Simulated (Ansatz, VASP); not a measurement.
**NbSb3 in VASP and in Ansatz**

File INCAR:

```
SYSTEM = NbSb3
  ALGO = Normal
  EDIFF = 1E-6
  EDIFFG = -0.01
  ENCUT = 600
  GGA = PE
  IBRION = 2
  ISIF = 3
  ISMEAR = 0
  LASPH = .TRUE.
  LCHARG = .FALSE.
  LREAL = .FALSE.
  LWAVE = .FALSE.
  NELM = 80
  NSW = 100
  PREC = Accurate
  SIGMA = 0.1
```

The input KPOINTS:

```
k-points
0
G
  10 10 10
  0 0 0
```

Contents of POSCAR:

```
NbSb3
1.0
    4.5979822723      0.0000000000      0.0000000000
    0.0000000000      4.5979822723      0.0000000000
    0.0000000000      0.0000000000      4.5979822723
Nb Sb
1 3
Direct
    0.0000000000      0.0000000000      0.0000000000
    0.0000000000      0.5000000000      0.5000000000
    0.5000000000      0.0000000000      0.5000000000
    0.5000000000      0.5000000000      0.0000000000
```

Input for Ansatz:

```yaml
crystal:
  lattice:
    - [4.5979822723, 0.0, 0.0]
    - [0.0, 4.5979822723, 0.0]
    - [0.0, 0.0, 4.5979822723]
  atoms:
    - { symbol: Nb, position: [0.0, 0.0, 0.0] }
    - { symbol: Sb, position: [0.0, 0.5, 0.5] }
    - { symbol: Sb, position: [0.5, 0.0, 0.5] }
    - { symbol: Sb, position: [0.5, 0.5, 0.0] }
basis:
  ecutwfc: 420
kpoints:
  mp_grid: { grid: [10, 10, 10] }
hamiltonian:
  xc: pbe
scf:
  occupations: { method: gaussian, width: 0.1 }
output:
  forces: true
  stress: true
  eigenvalues: true
relax:
  adjacent_minimum: "off"
  f_tol: 0.01
  max_steps: 80
  cell: { stress_tol: 0.05 }
```

Alike in both runs: task relaxation of cell and atoms; functional PBE; k mesh 10 × 10 × 10; occupations gaussian, width 0.1 eV; no spin polarisation.

```csv
,VASP,Ansatz
version,VASP 6.6.1,Ansatz 0.2.0
potentials or method,"VASP PAW PBE potentials, release 64 (Nb_sv, Sb), cutoff 600 eV","scalar-relativistic, plane waves, PAW"
valence electrons in the cell,28,58
```

Ansatz gave:

- gap on the k mesh at the Fermi level, each at its own relaxed structure (eV): none
- relaxed volume (Å³/atom): 24.06
- relaxed length of the cell vector where the two differ most in proportion (Å): 4.583

Problem. Estimate VASP's values.

Solution. gap on the k mesh at the Fermi level, each at its own relaxed structure (eV): none; relaxed volume (Å³/atom): 24.03; relaxed length of the cell vector where the two differ most in proportion (Å): 4.581.

A gap of «none» marks a metal or a gap that the smearing closes. VASP's potentials hold 28 valence electrons a cell and Ansatz's 58, so a difference there can come from the potentials and not from the codes.

Neither program's run includes spin-orbit coupling.
